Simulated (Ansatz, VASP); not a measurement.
SnTe: VASP beside Ansatz

Contents of INCAR:

```
SYSTEM = SnTe
PREC = Accurate ; ENCUT = 520
EDIFF = 1E-6 ; ISMEAR = -1
SIGMA = 0.08 ; LREAL = .FALSE.
LASPH = .TRUE. ; NELM = 100
ALGO = Normal ; ISIF = 2
LWAVE = .FALSE. ; LCHARG = .FALSE.
GGA = PS ; NBANDS = 17
```

The input KPOINTS:

```
Automatic mesh
0
G
  11 11 11
  0 0 0
```

POSCAR

```
SnTe
1.0
    0.0000000000      3.0933700000      3.1565000000
    3.0933700000      0.0000000000      3.1565000000
    3.0933700000      3.0933700000      0.0000000000
Sn Te
1 1
Direct
    0.0000000000      0.0000000000      0.0000000000
    0.5000000000      0.5000000000      0.5000000000
```

Input for Ansatz:

```yaml
crystal:
  lattice:
    - [0.0, 3.09337, 3.1565]
    - [3.09337, 0.0, 3.1565]
    - [3.09337, 3.09337, 0.0]
  atoms:
    - { symbol: Sn, position: [0.0, 0.0, 0.0] }
    - { symbol: Te, position: [0.5, 0.5, 0.5] }
kpoints:
  mp_grid: { grid: [11, 11, 11] }
  band_path:
    path:
      - [0.0, 0.0, 0.0]
      - [0.0, 0.5, 0.5]
      - [0.25, 0.75, 0.5]
      - [0.0, 0.5, 0.0]
      - [0.0, 0.0, 0.0]
      - [0.5, 0.5, 0.0]
      - [0.37005, 0.62995, 0.0]
      - [-0.37005, 0.37005, 0.0]
      - [0.0, 0.0, 0.0]
    npoints: 5
scf:
  occupations: { method: fermi_dirac, width: 0.08 }
hamiltonian:
  xc: pbesol
  pseudopotentials: { kind: all_electron, lapw: { basis_error: 0.00025 } }
output:
  forces: true
  stress: true
  eigenvalues: true
```

Change from the starting cell: equal xx and yy strain of -2 %.

Alike in both runs: task single point; functional PBEsol; k mesh 11 × 11 × 11; occupations fermi-dirac, width 0.08 eV; no spin polarisation.

```csv
,VASP,Ansatz
version,VASP 6.6.1,Ansatz 0.2.0
potentials or method,"VASP PAW PBE potentials, release 64 (Sn_d, Te), cutoff 520 eV","all-electron LAPW, scalar-relativistic"
```

```csv
,VASP,Ansatz,Ansatz less VASP
pressure (GPa),1.5,1.5,+0.02
"traceless stress, the component that is largest in VASP (GPa)",-1.94,-1.94,+0.006
```

VASP's potentials were made for PBE, not for PBEsol. Ansatz ran all-electron here, and VASP with PAW potentials.

Spin-orbit coupling is off throughout.
